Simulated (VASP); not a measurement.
Write the native input for VASP 6.6.1 that does the following.

```
Task                   : single point
Functional             : PBE
Potentials or basis    : VASP PAW PBE potentials, release 64 (Br)
Cutoff                 : 520 eV
k mesh                 : 11 × 11 × 11
Occupations            : fermi-dirac, width 0.136057 eV
Spin                   : no spin polarisation
Dipole correction      : no
Further INCAR settings : ALGO = Normal; EDIFF = 1e-07; NBANDS = 10
```

The structure of Br lies in POSCAR:

```
Br
1.0
    3.1147407562      0.0000000000      0.0000000000
    0.0000000000      3.1147407562      0.0000000000
    0.0000000000      0.0000000000      3.1147407562
Br
1
Direct
    0.0000000000      0.0000000000      0.0000000000
```

These files were run (other wordings do the same):

INCAR

```
PREC = Accurate
ENCUT = 520
EDIFF = 1E-7
ISMEAR = -1
SIGMA = 0.13605693000000002
LREAL = F
LASPH = T
NELM = 80
ALGO = Normal
ISIF = 2
LWAVE = F
LCHARG = T
GGA = PE
LELF = T
LVHAR = T
NBANDS = 10
```

KPOINTS

```
Automatic mesh
0
Gamma
  11 11 11
```

Potentials or basis: VASP PAW PBE potentials, release 64 (Br).

Command:

```sh
$ cat potpaw_PBE.64/Br/POTCAR > POTCAR
$ mpirun -np 1 vasp_std > vasp.out
```

It gave:

```yaml
Pressure: -0.1 GPa
```

Caveat: an odd number of electrons without spin polarisation forces a metal; a magnetic or distorted state may lie lower.

Wall time 7.9 s on 1 thread of Intel(R) Xeon(R) Platinum 8259CL CPU @ 2.50GHz (Skylake/Cascade Lake), on a shared host, peak memory 0.14 GiB.
